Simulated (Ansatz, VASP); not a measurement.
**Two plane-wave programs on Sb**

```xyz
2
Lattice="2.6669 0.0000 0.0000 -1.3335 2.3096 0.0000 0.0000 0.0000 4.1684" Properties=species:S:1:pos:R:3 pbc="T T T"
Sb    0.0000    1.5397    1.0421
Sb    1.3335    0.7699    3.1263
```

Change from the starting cell: volume scaled by 0.5, PAW files.

Alike in both runs: task single point; functional LDA; k mesh 14 × 14 × 8; occupations fermi-dirac, width 0.05 eV; no spin polarisation.

```csv
,VASP,Ansatz
version,VASP 6.6.1,Ansatz 0.2.0
potentials or method,"VASP PAW LDA potentials, release 64 (Sb)","PAW with Ansatz's default frozen-core files, scalar-relativistic"
plane-wave cutoff (eV),520,420
valence electrons in the cell,10,30
```

|  | VASP | Ansatz | Ansatz less VASP |
| --- | --- | --- | --- |
| pressure (GPa) | 252.0 | 240.7 | -11.24 |
| traceless stress, the component that is largest in VASP (GPa) | -0.52 | -0.33 | +0.187 |

LDA's correlation is that of Perdew and Zunger in VASP and of Perdew and Wang (1992) in Ansatz. Both programs put the cell under a high pressure, so it lies far from rest at this level. VASP's potentials hold 10 valence electrons a cell and Ansatz's 30, so a difference there can come from the potentials and not from the codes.

Neither program's run includes spin-orbit coupling. Noted on VASP's run: the cell as given lies far from equilibrium.
